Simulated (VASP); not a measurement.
# WC (rocksalt type) (Fm-3m) in VASP: a series of runs, part 2 of 2

VASP 6.6.1.

## (6) Single point, PBE (volume scaled by 0.72)

The input, INCAR:

```
SYSTEM = WC
  PREC = Accurate
  ENCUT = 520
  EDIFF = 1E-7
  ISMEAR = -1
  SIGMA = 0.08
  LREAL = .FALSE.
  LASPH = .TRUE.
  NELM = 60
  ALGO = Normal
  ISIF = 2
  LWAVE = .FALSE.
  LCHARG = .FALSE.
  GGA = PE
  NBANDS = 16
```

The input, KPOINTS:

```
regular mesh
0
G
  15 15 15
  0 0 0
```

The input, POSCAR:

```
WC
1.0
    0.0000000000      1.9629293341      1.9629293341
    1.9629293341      0.0000000000      1.9629293341
    1.9629293341      1.9629293341      0.0000000000
W C
1 1
Direct
    0.0000000000      0.0000000000      0.0000000000
    0.5000000000      0.5000000000      0.5000000000
```

Potentials or basis: VASP PAW PBE potentials, release 64 (W_sv, C).

On the command line:

```bash
cat potpaw_PBE.64/W_sv/POTCAR potpaw_PBE.64/C/POTCAR > POTCAR
mpirun -np 1 vasp_std > vasp.out
```

OUTCAR:

```text
SYSTEM = WC
   PREC = Accurate
   ENCUT = 520
   EDIFF = 1E-7
   ISMEAR = -1
   LREAL = .FALSE.
   LASPH = .TRUE.
   NELM = 60
   ISIF = 2
   GGA = PE

 ion  position               nearest neighbor table
   1  0.000  0.000  0.000-   2 1.96   2 1.96   2 1.96   2 1.96   2 1.96   2 1.96
   2  0.500  0.500  0.500-   1 1.96   1 1.96   1 1.96   1 1.96   1 1.96   1 1.96

  LATTYP: Found a face centered cubic cell.
 ALAT       =     3.9258586682

  Lattice vectors:

 A1 = (   0.0000000000,   1.9629293341,   1.9629293341)
 A2 = (   1.9629293341,   0.0000000000,   1.9629293341)
 A3 = (   1.9629293341,   1.9629293341,   0.0000000000)

Analysis of symmetry for initial positions (statically):
=====================================================================
 Subroutine PRICEL returns:
 Original cell was already a primitive cell.

 Routine SETGRP: Setting up the symmetry group for a
 face centered cubic supercell.

 Subroutine GETGRP returns: Found 48 space group operations
 (whereof 48 operations were pure point group operations)
[... 157 lines left out ...]
  ---------------------------------------------------
  ext. energy  EPLUGINS =         0.00000000
  ---------------------------------------------------
  free energy    TOTEN  =       -18.16451410 eV

  energy without entropy =      -18.15022005  energy(sigma->0) =      -18.15736708

 E-fermi :  18.0661     XC(G=0): -15.6625

 val. band max:       18.0501142865   @ k =  -0.4000   0.2667   0.1333
 cond. band min:      18.0858704437   @ k =  -0.3333   0.3333   0.1333
 fundamental gap:      0.0357561573
 Fermi energy:        18.0660833442

 k-point     1 :       0.0000    0.0000    0.0000
  band No.  band energies     occupation
      1     -57.2398      2.00000
      2     -21.0643      2.00000
      3     -21.0643      2.00000
      4     -21.0643      2.00000
      5      -0.6199      2.00000
      6      13.8401      2.00000
[... 433 lines left out ...]
      3     -21.2334      2.00000
      4     -21.2114      2.00000
      5       1.0032      2.00000
      6      10.1059      2.00000
[... 8 lines left out ...]
     15      30.8734      0.00000
     16      40.8299      0.00000

 [... further k-points ...]
[... 5 lines left out ...]
  --------------------------------------------------------------------------------------
  -------------------------------------------------------------------------------------
  Total       23.1295641     23.1295641     23.1295641      0.0000000      0.0000000      0.0000000
  in kB     2449.8192282   2449.8192282   2449.8192282      0.0000000      0.0000000      0.0000000
  external PRESSURE =    2449.8192282 kB  Pullay stress =       0.0000000 kB

 VOLUME and BASIS-vectors are now :
 -----------------------------------------------------------------------------
  energy-cutoff  :      520.00
  volume of cell :       15.13
      direct lattice vectors                 reciprocal lattice vectors
     0.000000000  1.962929334  1.962929334    -0.254721345  0.254721345  0.254721345
     1.962929334  0.000000000  1.962929334     0.254721345 -0.254721345  0.254721345
     1.962929334  1.962929334  0.000000000     0.254721345  0.254721345 -0.254721345

 POSITION                                       TOTAL-FORCE (eV/Angst)
 -----------------------------------------------------------------------------------
      0.00000      0.00000      0.00000         0.000000      0.000000      0.000000
      1.96293      1.96293      1.96293        -0.000000     -0.000000      0.000000
 -----------------------------------------------------------------------------------
    total drift:                                0.000000     -0.000000     -0.000000

  FREE ENERGIE OF THE ION-ELECTRON SYSTEM (eV)
  ---------------------------------------------------
  free  energy   TOTEN  =       -18.1645141036 eV

  energy  without entropy=      -18.1502200542  energy(sigma->0) =      -18.15736708
```

OSZICAR:

```text
N       E                     dE             d eps       ncg     rms          rms(c)
DAV:   1     0.110446537681E+03    0.11045E+03   -0.93931E+03  3880   0.131E+03
DAV:   2    -0.192609476476E+02   -0.12971E+03   -0.12546E+03  4568   0.346E+02
DAV:   3    -0.219784291515E+02   -0.27175E+01   -0.27123E+01  4168   0.475E+01
DAV:   4    -0.219871936219E+02   -0.87645E-02   -0.87643E-02  4944   0.304E+00
DAV:   5    -0.219872339645E+02   -0.40343E-04   -0.40343E-04  4144   0.192E-01    0.608E+01
DAV:   6    -0.182512757596E+02    0.37360E+01   -0.69700E+00  4640   0.284E+01    0.216E+01
DAV:   7    -0.181963480513E+02    0.54928E-01   -0.40266E-01  3960   0.498E+00    0.114E+01
DAV:   8    -0.181673109170E+02    0.29037E-01   -0.23365E-02  4328   0.159E+00    0.248E+00
DAV:   9    -0.181644995931E+02    0.28113E-02   -0.41049E-03  4360   0.688E-01    0.100E-01
DAV:  10    -0.181645173822E+02   -0.17789E-04   -0.13044E-04  4264   0.103E-01    0.629E-02
DAV:  11    -0.181645141998E+02    0.31824E-05   -0.86856E-06  4680   0.339E-02    0.745E-03
DAV:  12    -0.181645143329E+02   -0.13317E-06   -0.11248E-06  4240   0.108E-02    0.428E-03
DAV:  13    -0.181645141200E+02    0.21295E-06   -0.19598E-08  2624   0.156E-03    0.114E-03
DAV:  14    -0.181645141036E+02    0.16390E-07   -0.20324E-09  2208   0.538E-04
   1 F= -.18164514E+02 E0= -.18157367E+02  d E =-.142940E-01
```

stdout:

```text
POSCAR found type information on POSCAR W C
 POSCAR found :  2 types and       2 ions
 scaLAPACK will be used
 LDA part: xc-table for (Slater+PW92), standard interpolation
 POSCAR, INCAR and KPOINTS ok, starting setup
 FFT: planning ... GRIDC
 FFT: planning ... GRID_SOFT
 FFT: planning ... GRID
 WAVECAR not read
 entering main loop
```

Wall time 15 s (1 thread of Intel Xeon Platinum 8488C (Sapphire Rapids), shared host); peak memory 0.16 GiB.

Results:

```yaml
Free_energy: -18.1645 eV
Pressure: 245.0 GPa
Band_gap_on_the_k_mesh: zero (band 9 reaches 19.90 eV, above the bottom of band 10 at 14.97 eV)
```

Caveat: spin-orbit coupling is left out, which moves the levels of the heavy elements.
